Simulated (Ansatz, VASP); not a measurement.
SnO2 in VASP and in Ansatz

INCAR

```
  PREC = Accurate
  ENCUT = 520
  EDIFF = 1E-6
  ISMEAR = 0
  SIGMA = 0.011
  LREAL = False
  LASPH = True
  NELM = 80
  ALGO = Normal
  ISIF = 2
  LWAVE = False
  LCHARG = False
  GGA = PE
  NBANDS = 64
```

The input KPOINTS:

```
Automatic mesh
0
Gamma
  6 6 6
```

Contents of POSCAR:

```
SnO2
1.0
   -3.2488970000      3.4144700000      3.4140210000
    3.2488970000     -3.4144700000      3.4140210000
    3.2488970000      3.4144700000     -3.4140210000
Sn O
4 8
Direct
    0.5000000000      0.0000000000      0.0000000000
    0.5000000000      0.5000000000      0.5000000000
    0.0035990000      0.7535990000      0.2500000000
    0.9964010000      0.2464010000      0.7500000000
    0.8064960000      0.8037740000      0.4972780000
    0.8064960000      0.3092180000      0.0027220000
    0.3024350000      0.2459400000      0.0564950000
    0.6894450000      0.2459400000      0.4435050000
    0.3105550000      0.7540600000      0.5564950000
    0.1935040000      0.6907820000      0.9972780000
    0.6975650000      0.7540600000      0.9435050000
    0.1935040000      0.1962260000      0.5027220000
```

input.yaml

```yaml
crystal:
  lattice:
    - [-3.248897, 3.41447, 3.414021]
    - [3.248897, -3.41447, 3.414021]
    - [3.248897, 3.41447, -3.414021]
  atoms:
    - { symbol: Sn, position: [0.5, 0.0, 0.0] }
    - { symbol: Sn, position: [0.5, 0.5, 0.5] }
    - { symbol: Sn, position: [0.003599, 0.753599, 0.25] }
    - { symbol: Sn, position: [0.996401, 0.246401, 0.75] }
    - { symbol: O, position: [0.806496, 0.803774, 0.497278] }
    - { symbol: O, position: [0.806496, 0.309218, 0.002722] }
    - { symbol: O, position: [0.302435, 0.24594, 0.056495] }
    - { symbol: O, position: [0.689445, 0.24594, 0.443505] }
    - { symbol: O, position: [0.310555, 0.75406, 0.556495] }
    - { symbol: O, position: [0.193504, 0.690782, 0.997278] }
    - { symbol: O, position: [0.697565, 0.75406, 0.943505] }
    - { symbol: O, position: [0.193504, 0.196226, 0.502722] }
hamiltonian:
  xc: pbe
  pseudopotentials: { kind: paw }
kpoints:
  mp_grid: { grid: [6, 6, 6] }
scf:
  occupations: { method: gaussian, width: 0.011 }
output:
  forces: true
  stress: true
  eigenvalues: true
  write_density: true
  write_potential: true
  elf: true
  volumetric_format: npy
```

Alike in both runs: task single point; functional PBE; k mesh 6 × 6 × 6; occupations gaussian, width 0.011 eV; no spin polarisation.

```csv
,VASP,Ansatz
version,VASP 6.6.1,Ansatz 0.2.0
potentials or method,"VASP PAW PBE potentials, release 64 (Sn_d, O)",Ansatz PAW
plane-wave cutoff (eV),520,420
valence electrons in the cell,104,104
```

Ansatz gave:

* gap on the k mesh at the Fermi level (eV): 0.63
* least direct gap on the mesh (eV): 0.63
* pressure (GPa): -0.8
* traceless stress, the component that is largest in VASP (GPa): -0.55
* rms of the force components (eV/Å): 0.026

Question: Estimate VASP's values.

Answer: gap on the k mesh at the Fermi level (eV): 0.62; least direct gap on the mesh (eV): 0.62; pressure (GPa): -0.2; traceless stress, the component that is largest in VASP (GPa): -0.36; rms of the force components (eV/Å): 0.022.

Atom by atom the forces differ by 0.007 eV/Å (rms over components). With one functional, cell and mesh, what is left measures potentials, basis and numerics.
